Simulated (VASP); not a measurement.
BiTe, 2 atoms in the cell. It takes space group R-3m (No. 166, trigonal). The conventional cell has a = 4.693 Å, b = 4.693 Å, c = 10.592 Å, α = 90.00°, β = 90.00°, γ = 120.00°. Bi (site symmetry -3m) has 6 Te at 3.23 Å within 4.3 Å. Te (site symmetry -3m) has 6 Bi at 3.23 Å within 4.3 Å.  This cell differs from its parent crystal: ratio of the length along z to the lengths across it x 1.1, volume and fractional coordinates fixed.

| Quantity | Value |
| --- | --- |
| Program | VASP 6.6.1 |
| Task | single point |
| Functional | PBE |
| Potentials or basis | VASP PAW PBE potentials, release 64 (Bi_d, Te) |
| Cutoff | 520 eV |
| k mesh | 18 × 18 × 18 |
| Occupations | gaussian, width 0.15 eV |
| Spin | no spin polarisation |
| Dipole correction | no |
| Further INCAR settings | ALGO = Normal; EDIFF = 1e-06; NBANDS = 18 |

Potentials or basis: VASP PAW PBE potentials, release 64 (Bi_d, Te).

The run is started by

```console
$ cat potpaw_PBE.64/Bi_d/POTCAR potpaw_PBE.64/Te/POTCAR > POTCAR
$ mpirun -np 1 vasp_std > vasp.out
```

Hardware: 1 thread of Oxide Virtual Turin-like Processor (shared host).

Q: Estimate the wall time of this run.

A: It took 12 min on 1 thread of Oxide Virtual Turin-like Processor, with other jobs on the host, peak memory 0.73 GiB. Counts: scf iterations 11, k points 580.
